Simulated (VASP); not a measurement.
# MgO (Fm-3m) in VASP: further runs, part 2 of 2

VASP 6.6.1. Earlier steps stand in the parts before.

## 3. Single point, r2SCAN (volume scaled by 1.03)

Contents of POSCAR:

```
MgO
1.0
    0.0000000000      2.1229832853      2.1229832853
    2.1229832853      0.0000000000      2.1229832853
    2.1229832853      2.1229832853      0.0000000000
Mg O
1 1
Direct
    0.0000000000      0.0000000000      0.0000000000
    0.5000000000      0.5000000000      0.5000000000
```

Contents of INCAR.step1:

```
SYSTEM = MgO
ALGO = Normal ; EDIFF = 1E-5
ENCUT = 660 ; GGA = PE
GGA_COMPAT = .False. ; ISMEAR = 0
LASPH = .True. ; LCHARG = .False.
LREAL = .False. ; LWAVE = .True.
NBANDS = 15 ; NELM = 120
PREC = Accurate ; SIGMA = 0.02
```

Contents of INCAR.step2:

```
SYSTEM = MgO
ALGO = Normal ; EDIFF = 1E-6
ENCUT = 660 ; GGA_COMPAT = .False.
ISIF = 2 ; ISMEAR = 0
ISTART = 1 ; LASPH = .True.
LCHARG = .False. ; LMIXTAU = .True.
LREAL = .False. ; LWAVE = .False.
METAGGA = R2SCAN ; NBANDS = 15
NELM = 120 ; PREC = Accurate
SIGMA = 0.02
```

Contents of KPOINTS:

```
k-points
0
Gamma
  10 10 10
  0 0 0
```

Potentials or basis: VASP PAW PBE potentials, release 64 (Mg_sv, O).

Command:

```
$ cat potpaw_PBE.64/Mg_sv/POTCAR potpaw_PBE.64/O/POTCAR > POTCAR
$ cp INCAR.step1 INCAR
$ mpirun -np 1 vasp_std > vasp.out
$ cp INCAR.step2 INCAR
$ mpirun -np 1 vasp_std > vasp.out
```

OUTCAR:

```text
SYSTEM = MgO
   EDIFF = 1E-6
   ENCUT = 660
   ISIF = 2
   ISMEAR = 0
   ISTART = 1
   LASPH = .True.
   LREAL = .False.
   METAGGA = R2SCAN
   NELM = 120
   PREC = Accurate

 ion  position               nearest neighbor table
   1  0.000  0.000  0.000-   2 2.12   2 2.12   2 2.12   2 2.12   2 2.12   2 2.12
   2  0.500  0.500  0.500-   1 2.12   1 2.12   1 2.12   1 2.12   1 2.12   1 2.12

  LATTYP: Found a face centered cubic cell.
 ALAT       =     4.2459665706

  Lattice vectors:

 A1 = (   0.0000000000,   2.1229832853,   2.1229832853)
 A2 = (   2.1229832853,   0.0000000000,   2.1229832853)
 A3 = (   2.1229832853,   2.1229832853,   0.0000000000)
[... 611 lines left out ...]
     13      21.7774      0.00000
     14      28.3795      0.00000
     15      30.4010      0.00000

 [... further k-points ...]
[... 5 lines left out ...]
  --------------------------------------------------------------------------------------
  -------------------------------------------------------------------------------------
  Total       -0.5644692     -0.5644692     -0.5644692      0.0000000     -0.0000000      0.0000000
  in kB      -47.2586307    -47.2586307    -47.2586307      0.0000000     -0.0000000      0.0000000
  external PRESSURE =     -47.2586307 kB  Pullay stress =       0.0000000 kB

 VOLUME and BASIS-vectors are now :
 -----------------------------------------------------------------------------
  energy-cutoff  :      660.00
  volume of cell :       19.14
      direct lattice vectors                 reciprocal lattice vectors
     0.000000000  2.122983285  2.122983285    -0.235517634  0.235517634  0.235517634
     2.122983285  0.000000000  2.122983285     0.235517634 -0.235517634  0.235517634
     2.122983285  2.122983285  0.000000000     0.235517634  0.235517634 -0.235517634

 POSITION                                       TOTAL-FORCE (eV/Angst)
 -----------------------------------------------------------------------------------
      0.00000      0.00000      0.00000        -0.000000      0.000000     -0.000000
      2.12298      2.12298      2.12298         0.000000     -0.000000      0.000000
 -----------------------------------------------------------------------------------
    total drift:                                0.000000      0.000000      0.000000

  FREE ENERGIE OF THE ION-ELECTRON SYSTEM (eV)
  ---------------------------------------------------
  free  energy   TOTEN  =       -16.1686522292 eV

  energy  without entropy=      -16.1686522292  energy(sigma->0) =      -16.16865223
```

OUTCAR.step1:

```text
SYSTEM = MgO
   EDIFF = 1E-5
   ENCUT = 660
   GGA = PE
   ISMEAR = 0
   LASPH = .True.
   LREAL = .False.
[... 653 lines left out ...]
      0.00000      0.00000      0.00000        -0.000000      0.000000     -0.000000
      2.12298      2.12298      2.12298         0.000000     -0.000000      0.000000
 -----------------------------------------------------------------------------------
    total drift:                                0.000000      0.000000      0.000000

  FREE ENERGIE OF THE ION-ELECTRON SYSTEM (eV)
  ---------------------------------------------------
  free  energy   TOTEN  =       -11.8956516295 eV

  energy  without entropy=      -11.8956516295  energy(sigma->0) =      -11.89565163
```

OSZICAR.step1:

```text
N       E                     dE             d eps       ncg     rms          rms(c)
DAV:   1     0.142204588848E+03    0.14220E+03   -0.11707E+04  1418   0.149E+03
DAV:   2    -0.877122463343E+01   -0.15098E+03   -0.14340E+03  1676   0.392E+02
DAV:   3    -0.134225976873E+02   -0.46514E+01   -0.46359E+01  1826   0.701E+01
DAV:   4    -0.134870926463E+02   -0.64495E-01   -0.64489E-01  1564   0.827E+00
DAV:   5    -0.134882904620E+02   -0.11978E-02   -0.11978E-02  1853   0.956E-01    0.857E+00
DAV:   6    -0.119173869119E+02    0.15709E+01   -0.26160E+00  1501   0.147E+01    0.284E+00
DAV:   7    -0.119057539967E+02    0.11633E-01   -0.13421E-01  1655   0.329E+00    0.173E+00
DAV:   8    -0.118966534674E+02    0.91005E-02   -0.38604E-02  1739   0.217E+00    0.342E-01
DAV:   9    -0.118954563185E+02    0.11971E-02   -0.36083E-03  1592   0.546E-01    0.971E-02
DAV:  10    -0.118956656933E+02   -0.20937E-03   -0.28586E-04  1697   0.171E-01    0.520E-02
DAV:  11    -0.118956515149E+02    0.14178E-04   -0.28287E-05  1732   0.516E-02    0.673E-03
DAV:  12    -0.118956516295E+02   -0.11461E-06   -0.59232E-07   817   0.105E-02
   1 F= -.11895652E+02 E0= -.11895652E+02  d E =-.112680E-79
```

Run time: 61 s. Hardware: 1 thread of Intel Xeon Platinum 8375C at 2.90GHz (Ice Lake), shared host; peak memory 0.17 GiB.

Results:

| Item | Value |
| --- | --- |
| Free energy | -16.1687 eV |
| Pressure | -4.7 GPa |
| Band gap on the k mesh | 5.42 eV, direct |

Levels at points of the mesh, in eV from the valence-band top:
| k point | band 6 | band 7 | band 8 | band 9 | band 10 | band 11 |
| --- | --- | --- | --- | --- | --- | --- |
| (0.00, 0.00, 0.00) | 0.00 | 0.00 | 0.00 | 5.42 | 16.72 | 16.72 |
| (0.50, 0.00, 0.00) | -4.49 | -0.65 | -0.65 | 8.67 | 13.57 | 17.25 |
| (0.50, 0.50, 0.00) | -3.98 | -1.33 | -1.33 | 10.01 | 10.91 | 14.05 |

Caveat: the PAW data sets were made with another functional, which shifts forces and pressure a little.

## 4. Single point, r2SCAN (volume scaled by 0.94)

Contents of POSCAR:

```
MgO
1.0
    0.0000000000      2.0592549464      2.0592549464
    2.0592549464      0.0000000000      2.0592549464
    2.0592549464      2.0592549464      0.0000000000
Mg O
1 1
Direct
    0.0000000000      0.0000000000      0.0000000000
    0.5000000000      0.5000000000      0.5000000000
```

Contents of INCAR.step1:

```
SYSTEM = MgO
PREC = Accurate ; ENCUT = 660
ISMEAR = 0 ; SIGMA = 0.02
LREAL = .False. ; LASPH = .True.
NELM = 120 ; NBANDS = 15
GGA = PE ; ALGO = Normal
EDIFF = 1E-5 ; LWAVE = .True.
LCHARG = .False. ; GGA_COMPAT = .False.
```

Contents of INCAR.step2:

```
SYSTEM = MgO
PREC = Accurate ; ENCUT = 660
EDIFF = 1E-6 ; ISMEAR = 0
SIGMA = 0.02 ; LREAL = .False.
LASPH = .True. ; NELM = 120
ALGO = Normal ; ISIF = 2
LWAVE = .False. ; LCHARG = .False.
METAGGA = R2SCAN ; LMIXTAU = .True.
NBANDS = 15 ; ISTART = 1
GGA_COMPAT = .False.
```

Contents of KPOINTS:

```
regular mesh
0
Gamma
  10 10 10
  0 0 0
```

Potentials or basis: VASP PAW PBE potentials, release 64 (Mg_sv, O).

Command:

```
$ cat potpaw_PBE.64/Mg_sv/POTCAR potpaw_PBE.64/O/POTCAR > POTCAR
$ cp INCAR.step1 INCAR
$ mpirun -np 1 vasp_std > vasp.out
$ cp INCAR.step2 INCAR
$ mpirun -np 1 vasp_std > vasp.out
```

OUTCAR:

```text
SYSTEM = MgO
   PREC = Accurate
   ENCUT = 660
   EDIFF = 1E-6
   ISMEAR = 0
   LREAL = .False.
   LASPH = .True.
   NELM = 120
   ISIF = 2
   METAGGA = R2SCAN
   ISTART = 1

 ion  position               nearest neighbor table
   1  0.000  0.000  0.000-   2 2.06   2 2.06   2 2.06   2 2.06   2 2.06   2 2.06
   2  0.500  0.500  0.500-   1 2.06   1 2.06   1 2.06   1 2.06   1 2.06   1 2.06

  LATTYP: Found a face centered cubic cell.
 ALAT       =     4.1185098928

  Lattice vectors:

 A1 = (   0.0000000000,   2.0592549464,   2.0592549464)
 A2 = (   2.0592549464,   0.0000000000,   2.0592549464)
 A3 = (   2.0592549464,   2.0592549464,   0.0000000000)

Analysis of symmetry for initial positions (statically):
=====================================================================
 Subroutine PRICEL returns:
 Original cell was already a primitive cell.

 Routine SETGRP: Setting up the symmetry group for a
 face centered cubic supercell.

 Subroutine GETGRP returns: Found 48 space group operations
 (whereof 48 operations were pure point group operations)
 out of a pool of 48 trial point group operations.

The static configuration has the point symmetry O_h .

Analysis of symmetry for dynamics (positions and initial velocities):
=====================================================================
 Subroutine PRICEL returns:
 Original cell was already a primitive cell.

 Routine SETGRP: Setting up the symmetry group for a
 face centered cubic supercell.

 Subroutine GETGRP returns: Found 48 space group operations
 (whereof 48 operations were pure point group operations)
 out of a pool of 48 trial point group operations.

The dynamic configuration has the point symmetry O_h .

 Subroutine INISYM returns: Found 48 space group operations
 (whereof 48 operations are pure point group operations),
 and found     1 'primitive' translations

----------------------------------------------------------------------------------------
[... 116 lines left out ...]
  Thomas-Fermi vector in A             =   2.688755
   LORBIT       =      0    0 simple, 1 ext, 2 COOP (PROOUT), +10 PAW based schemes
   METAGGA = R2SCAN    functional components
   LHFCALC =     F    Hartree Fock is set to
   AEXX    =    0.0000 exact exchange contribution
   IVDW    =     0    specifies the selected vdW correction
   LEPSILON=     F    determine dielectric tensor
   LRPA    =     F    only Hartree local field effects (RPA)
 non-spin polarized calculation
 Gauss-broadening in eV      SIGMA  =   0.02
  energy-cutoff  :      660.00
  volume of cell :       17.46
 maximum number of plane-waves:       692
   NGX = 13   NGY = 13   NGZ = 13

 number of electron      15.9999984 magnetization

 Free energy of the ion-electron system (eV)
  ---------------------------------------------------
  ext. energy  EPLUGINS =         0.00000000
  ---------------------------------------------------
  free energy    TOTEN  =       -16.12893591 eV

  energy without entropy =      -16.12893591  energy(sigma->0) =      -16.12893591

 E-fermi :   3.0986     XC(G=0): -12.4202

 val. band max:        2.9993332886   @ k =   0.0000   0.0000   0.0000
 cond. band min:       9.3646698813   @ k =   0.0000   0.0000   0.0000
 fundamental gap:      6.3653365926
 Fermi energy:         3.0986322234

 k-point     1 :       0.0000    0.0000    0.0000
  band No.  band energies     occupation
      1     -71.7260      2.00000
      2     -36.8117      2.00000
      3     -36.8117      2.00000
      4     -36.8117      2.00000
      5     -15.5435      2.00000
      6       2.9993      2.00000
      7       2.9993      2.00000
      8       2.9993      2.00000
      9       9.3647      0.00000
     10      20.2566      0.00000
     11      20.2566      0.00000
     12      20.2566      0.00000
     13      24.5657      0.00000
     14      26.4594      0.00000
[... 401 lines left out ...]
      2     -36.8896      2.00000
      3     -36.8427      2.00000
      4     -36.8397      2.00000
      5     -14.1781      2.00000
      6      -0.7898      2.00000
      7       1.5879      2.00000
      8       1.8173      2.00000
      9      14.0931      0.00000
     10      14.6460      0.00000
     11      18.6139      0.00000
     12      23.4768      0.00000
     13      23.7128      0.00000
     14      30.2097      0.00000
     15      32.9988      0.00000

 [... further k-points ...]
[... 5 lines left out ...]
  --------------------------------------------------------------------------------------
  -------------------------------------------------------------------------------------
  Total        1.2806191      1.2806191      1.2806191      0.0000000      0.0000000      0.0000000
  in kB      117.4816968    117.4816968    117.4816968      0.0000000      0.0000000      0.0000000
  external PRESSURE =     117.4816968 kB  Pullay stress =       0.0000000 kB

 VOLUME and BASIS-vectors are now :
 -----------------------------------------------------------------------------
  energy-cutoff  :      660.00
  volume of cell :       17.46
      direct lattice vectors                 reciprocal lattice vectors
     0.000000000  2.059254946  2.059254946    -0.242806264  0.242806264  0.242806264
     2.059254946  0.000000000  2.059254946     0.242806264 -0.242806264  0.242806264
     2.059254946  2.059254946  0.000000000     0.242806264  0.242806264 -0.242806264

 POSITION                                       TOTAL-FORCE (eV/Angst)
 -----------------------------------------------------------------------------------
      0.00000      0.00000      0.00000         0.000000      0.000000      0.000000
      2.05925      2.05925      2.05925        -0.000000     -0.000000     -0.000000
 -----------------------------------------------------------------------------------
    total drift:                                0.000000     -0.000000     -0.000000

  FREE ENERGIE OF THE ION-ELECTRON SYSTEM (eV)
  ---------------------------------------------------
  free  energy   TOTEN  =       -16.1289359087 eV

  energy  without entropy=      -16.1289359087  energy(sigma->0) =      -16.12893591
```

OSZICAR.step1:

```text
N       E                     dE             d eps       ncg     rms          rms(c)
DAV:   1     0.144141158398E+03    0.14414E+03   -0.11911E+04  1410   0.151E+03
DAV:   2    -0.884105565193E+01   -0.15298E+03   -0.14657E+03  1725   0.401E+02
DAV:   3    -0.133689266527E+02   -0.45279E+01   -0.45122E+01  1800   0.695E+01
DAV:   4    -0.134236290986E+02   -0.54702E-01   -0.54700E-01  1634   0.752E+00
DAV:   5    -0.134245530457E+02   -0.92395E-03   -0.92394E-03  1810   0.805E-01    0.857E+00
DAV:   6    -0.118121392748E+02    0.16124E+01   -0.24850E+00  1536   0.149E+01    0.267E+00
DAV:   7    -0.118071932531E+02    0.49460E-02   -0.19524E-01  1704   0.353E+00    0.168E+00
DAV:   8    -0.117998405399E+02    0.73527E-02   -0.39549E-02  1704   0.220E+00    0.404E-01
DAV:   9    -0.117978371137E+02    0.20034E-02   -0.50883E-03  1543   0.682E-01    0.104E-01
DAV:  10    -0.117979963656E+02   -0.15925E-03   -0.32413E-04  1711   0.188E-01    0.471E-02
DAV:  11    -0.117979858535E+02    0.10512E-04   -0.26068E-05  1732   0.473E-02    0.786E-03
DAV:  12    -0.117979856857E+02    0.16779E-06   -0.71349E-07   866   0.951E-03
   1 F= -.11797986E+02 E0= -.11797986E+02  d E =-.369666-106
```

It used 81 s of CPU time on 1 thread of AMD EPYC 7R13 Processor (Zen 3), on a shared host.

Results:

| Property | Result |
| --- | --- |
| Free energy | -16.1289 eV |
| Pressure | 11.7 GPa |
| Band gap on the k mesh | 6.37 eV, direct |

Levels at points of the mesh, in eV from the valence-band top:
```tsv
k point	band 6	band 7	band 8	band 9	band 10	band 11
(0.00, 0.00, 0.00)	0.00	0.00	0.00	6.37	17.26	17.26
(0.50, 0.00, 0.00)	-4.90	-0.76	-0.76	9.29	14.66	18.23
(0.50, 0.50, 0.00)	-4.35	-1.46	-1.46	10.13	11.94	15.09
```

Caveat: the PAW data sets were made with another functional, which shifts forces and pressure a little.

## 5. The runs side by side

```tsv
cell	gap on the mesh (eV)	pressure (GPa)
a = 3.031 Å, angles 60.0°, 2 atoms	5.14	-8.8
a = 3.002 Å, angles 60.0°, 2 atoms	5.42	-4.7
a = 2.912 Å, angles 60.0°, 2 atoms	6.37	11.7
```

Alike in all rows: task single point; level r2SCAN; potentials or basis VASP PAW PBE potentials, release 64 (Mg_sv, O); no spin polarisation; k mesh 10 × 10 × 10; cutoff (eV) 660; smearing gaussian 0.02 eV.

Caveats: the PAW data sets were made with another functional, which shifts forces and pressure a little.

Absolute energies hang on the potentials; compare differences alone.
